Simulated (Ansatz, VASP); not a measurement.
**Two plane-wave programs on TiSi**

```xyz
2
Lattice="1.8434 -2.1494 0.0000 1.8434 2.1494 0.0000 0.0000 0.0000 3.9181" Properties=species:S:1:pos:R:3 pbc="T T T"
Ti    1.8434    0.0000    0.0000
Si    0.0000    0.0000    1.9590
```

Change from the starting cell: strain +0.015 along x and y, +0.030 along z, atoms carried along.

Alike in both runs: task single point; functional r2SCAN; k mesh 18 × 18 × 12; occupations gaussian, width 0.15 eV; no spin polarisation.

```csv
,VASP,Ansatz
version,VASP 6.6.1,Ansatz 0.2.0
potentials or method,"VASP PAW PBE potentials, release 64 (Ti_sv, Si), cutoff 520 eV","scalar-relativistic, plane waves, PAW"
valence electrons in the cell,16,16
```

```tsv
	VASP	Ansatz	Ansatz less VASP
gap on the k mesh at the Fermi level (eV)	none	none	-
pressure (GPa)	-8.9	-9.1	-0.29
traceless stress, the component that is largest in VASP (GPa)	-1.80	-1.76	+0.042
```

VASP's potentials were made for PBE, not for r2SCAN. A gap of «none» marks a metal or a gap that the smearing closes. With one functional, cell and mesh, what is left measures potentials, basis and numerics.
